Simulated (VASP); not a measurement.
# Ta (Im-3m) in VASP: notebook

The runs below take Ta through single point, with PBEsol.

All numbers are computed with VASP 6.6.1; they aren't measurements. Logs are shortened: lines on timing, memory, paths and dates and some standing lists are left out, and cuts for length are marked.

## 1. The cell of the first run

Symmetry: Im-3m, No. 229, cubic system. Conventional cell: a = 3.281 Å, b = 3.281 Å, c = 3.281 Å, α = 90.00°, β = 90.00°, γ = 90.00°. Within 3.7 Å of Ta (site symmetry m-3m) lie 14 Ta at 2.84 to 3.28 Å.

## 2. Single point, PBEsol

INCAR

```
SYSTEM = Ta
PREC = Accurate
ENCUT = 520
EDIFF = 1E-6
ISMEAR = 0
SIGMA = 0.1
LREAL = .False.
LASPH = .True.
NELM = 80
ALGO = Fast
ISIF = 2
LWAVE = .False.
LCHARG = .False.
GGA = PS
NBANDS = 12
```

KPOINTS

```
Automatic mesh
0
Gamma
  18 18 18
  0 0 0
```

POSCAR

```
Ta
1.0
   -1.6402597640      1.6402597640      1.6402597640
    1.6402597640     -1.6402597640      1.6402597640
    1.6402597640      1.6402597640     -1.6402597640
Ta
1
Direct
    0.0000000000      0.0000000000      0.0000000000
```

Potentials or basis: VASP PAW PBE potentials, release 64 (Ta_pv).

Started as:

```bash
$ cat potpaw_PBE.64/Ta_pv/POTCAR > POTCAR
$ mpirun -np 1 vasp_std > vasp.out
```

OUTCAR:

```text
SYSTEM = Ta
   PREC = Accurate
   ENCUT = 520
   EDIFF = 1E-6
   ISMEAR = 0
   LREAL = .False.
   LASPH = .True.
   NELM = 80
   ISIF = 2
   GGA = PS

 ion  position               nearest neighbor table
   1  0.000  0.000  0.000-

  LATTYP: Found a body centered cubic cell.
 ALAT       =     3.2805195280

  Lattice vectors:

 A1 = (  -1.6402597640,   1.6402597640,   1.6402597640)
 A2 = (   1.6402597640,  -1.6402597640,   1.6402597640)
 A3 = (   1.6402597640,   1.6402597640,  -1.6402597640)

Analysis of symmetry for initial positions (statically):
=====================================================================
 Subroutine PRICEL returns:
 Original cell was already a primitive cell.

 Routine SETGRP: Setting up the symmetry group for a
 body centered cubic supercell.

 Subroutine GETGRP returns: Found 48 space group operations
 (whereof 48 operations were pure point group operations)
 out of a pool of 48 trial point group operations.

The static configuration has the point symmetry O_h .

Analysis of symmetry for dynamics (positions and initial velocities):
=====================================================================
 Subroutine PRICEL returns:
 Original cell was already a primitive cell.

 Routine SETGRP: Setting up the symmetry group for a
 body centered cubic supercell.

 Subroutine GETGRP returns: Found 48 space group operations
 (whereof 48 operations were pure point group operations)
 out of a pool of 48 trial point group operations.

The dynamic configuration has the point symmetry O_h .

 Subroutine INISYM returns: Found 48 space group operations
 (whereof 48 operations are pure point group operations),
 and found     1 'primitive' translations

----------------------------------------------------------------------------------------

                                     Primitive cell

  volume of cell :      17.6522

  direct lattice vectors                    reciprocal lattice vectors
    -1.640259764  1.640259764  1.640259764     0.000000000  0.304829766  0.304829766
     1.640259764 -1.640259764  1.640259764     0.304829766  0.000000000  0.304829766
     1.640259764  1.640259764 -1.640259764     0.304829766  0.304829766  0.000000000

  length of vectors
     2.841013249  2.841013249  2.841013249     0.431094389  0.431094389  0.431094389

  position of ions in fractional coordinates (direct lattice)
     0.000000000  0.000000000  0.000000000
[... 83 lines left out ...]
   ISYM   =      2    0-nonsym 1-usesym 2-fastsym
   POTIM  = 0.5000    time-step for ionic-motion
   TEBEG  =    0.0;   TEEND  =   0.0 temperature during run
   PSTRESS=    0.0 pullay stress
   NELECT =      11.0000    total number of electrons
   NUPDOWN=      -1.0000    fix difference up-down
   EMIN   =  10.00;   EMAX   =-10.00  energy-range for DOS
   EFERMI =   0.00;   METHOD = LEGACY
   ISMEAR =     0;   SIGMA  =   0.10  broadening in eV -4-tet -1-fermi 0-gaus
   EFERMI_NEDOS =   21; number of points for ismear=-14 and -15
   IALGO  =     68    algorithm
   IMIX   =      4    mixing-type and parameters
     AMIX     =   0.40;   BMIX     =  1.00
     AMIX_MAG =   1.60;   BMIX_MAG =  1.00
  volume/ion in A,a.u.               =      17.65       119.12
  Fermi-wavevector in a.u.,A,eV,Ry     =   1.398320  2.642441 26.603439  1.955298
  Thomas-Fermi vector in A             =   2.521489
   LORBIT       =      0    0 simple, 1 ext, 2 COOP (PROOUT), +10 PAW based schemes
   GGA     = PS    functional components
   LHFCALC =     F    Hartree Fock is set to
   AEXX    =    0.0000 exact exchange contribution
   IVDW    =     0    specifies the selected vdW correction
   LEPSILON=     F    determine dielectric tensor
   LRPA    =     F    only Hartree local field effects (RPA)
 non-spin polarized calculation
 RMM-DIIS sequential band-by-band and
 Gauss-broadening in eV      SIGMA  =   0.10
  energy-cutoff  :      520.00
  volume of cell :       17.65
 maximum number of plane-waves:       490
 NGX is ok and might be reduce to    24

 number of electron      11.0000002 magnetization

 Free energy of the ion-electron system (eV)
  ---------------------------------------------------
  ext. energy  EPLUGINS =         0.00000000
  ---------------------------------------------------
  free energy    TOTEN  =       -12.55538458 eV

  energy without entropy =      -12.54943997  energy(sigma->0) =      -12.55241228

 E-fermi :   5.4927     XC(G=0): -12.8315

 val. band max:        5.4921182231   @ k =  -0.2778   0.3889   0.1111
 cond. band min:       5.4955130991   @ k =  -0.1667   0.2222   0.0556
 fundamental gap:      0.0033948760
 Fermi energy:         5.4926742807

 k-point     1 :       0.0000    0.0000    0.0000
  band No.  band energies     occupation
      1     -27.4586      2.00000
      2     -27.4586      2.00000
      3     -27.4586      2.00000
      4      -2.5224      2.00000
      5       6.2050      0.00000
      6       6.2050      0.00000
      7       6.2050      0.00000
      8       9.5471      0.00000
      9       9.5471      0.00000
     10      20.6200      0.00000
     11      20.6200      0.00000
     12      20.6200      0.00000
[... 331 lines left out ...]
 k-point    24 :       0.3889    0.1111    0.0000
  band No.  band energies     occupation
      1     -28.6420      2.00000
      2     -27.8995      2.00000
      3     -27.5226      2.00000
      4       1.4129      2.00000
      5       3.9987      2.00000
      6       6.2125      0.00000
      7       9.3043      0.00000
      8      10.6395      0.00000
      9      13.5896      0.00000
     10      17.2555      0.00000
     11      18.6475      0.00000
     12      20.2365      0.00000

 [... further k-points ...]

------------------------ aborting loop because EDIFF is reached ----------------------------------------

  FORCE on cell =-STRESS in cart. coord.  units (eV):
  Direction    XX          YY          ZZ          XY          YZ          ZX
  --------------------------------------------------------------------------------------
  -------------------------------------------------------------------------------------
  Total        0.0233884      0.0233884      0.0233884      0.0000000      0.0000000     -0.0000000
  in kB        2.1228229      2.1228229      2.1228229      0.0000000      0.0000000     -0.0000000
  external PRESSURE =       2.1228229 kB  Pullay stress =       0.0000000 kB

 VOLUME and BASIS-vectors are now :
 -----------------------------------------------------------------------------
  energy-cutoff  :      520.00
  volume of cell :       17.65
      direct lattice vectors                 reciprocal lattice vectors
    -1.640259764  1.640259764  1.640259764     0.000000000  0.304829766  0.304829766
     1.640259764 -1.640259764  1.640259764     0.304829766  0.000000000  0.304829766
     1.640259764  1.640259764 -1.640259764     0.304829766  0.304829766  0.000000000

 POSITION                                       TOTAL-FORCE (eV/Angst)
 -----------------------------------------------------------------------------------
      0.00000      0.00000      0.00000         0.000000      0.000000     -0.000000
 -----------------------------------------------------------------------------------
    total drift:                               -0.000000      0.000000      0.000000

  FREE ENERGIE OF THE ION-ELECTRON SYSTEM (eV)
  ---------------------------------------------------
  free  energy   TOTEN  =       -12.5553845838 eV

  energy  without entropy=      -12.5494399666  energy(sigma->0) =      -12.55241228
```

It took 41 s on 1 thread of AMD EPYC 7R43 (Zen 3), shared host; peak memory 0.14 GiB.

What came out:

```
Free energy : -12.5554 eV
Pressure    : 0.2 GPa
```

Caveat: the PAW data sets were made with another functional, which shifts forces and pressure a little; spin-orbit coupling is left out, which moves the levels of the heavy elements.

## 3. Single point, PBEsol

This run uses another cell than the first one, of the same volume but with other edges.

INCAR

```
PREC = Accurate
ENCUT = 520
EDIFF = 1E-6
ISMEAR = 0
SIGMA = 0.1
LREAL = False
LASPH = True
NELM = 80
ALGO = Fast
ISIF = 2
LWAVE = False
LCHARG = False
GGA = PS
ISYM = 0
NBANDS = 12
```

KPOINTS

```
regular mesh
0
Gamma
  11 11 21
```

POSCAR

```
Ta
1.0
    3.2805195245      0.0000000000      0.0000000000
    0.0000000000      3.2805195245      0.0000000000
    1.6402597623     -1.6402597623      1.6402597623
Ta
1
Direct
    0.0000000000      0.0000000000      0.0000000000
```

Potentials or basis: VASP PAW PBE potentials, release 64 (Ta_pv).

Started as:

```bash
$ cat potpaw_PBE.64/Ta_pv/POTCAR > POTCAR
$ mpirun -np 1 vasp_std > vasp.out
```

Wall time 4 min (1 thread of AMD EPYC 7R13 (Zen 3), shared host); peak memory 0.33 GiB.

It converged, with:

| Quantity | Value |
| --- | --- |
| Free energy | -12.5556 eV |
| Pressure | 0.4 GPa |

Levels at points of the mesh, in eV from the Fermi level:
```
           k point  band 2  band 3  band 4  band 5  band 6  band 7  band 8  band 9  band 10  band 11
(0.00, 0.00, 0.00)  -32.94  -32.94   -8.00    0.72    0.73    0.73    4.07    4.07    15.14    15.14
```

Caveat: the PAW data sets were made with another functional, which shifts forces and pressure a little; spin-orbit coupling is left out, which moves the levels of the heavy elements.
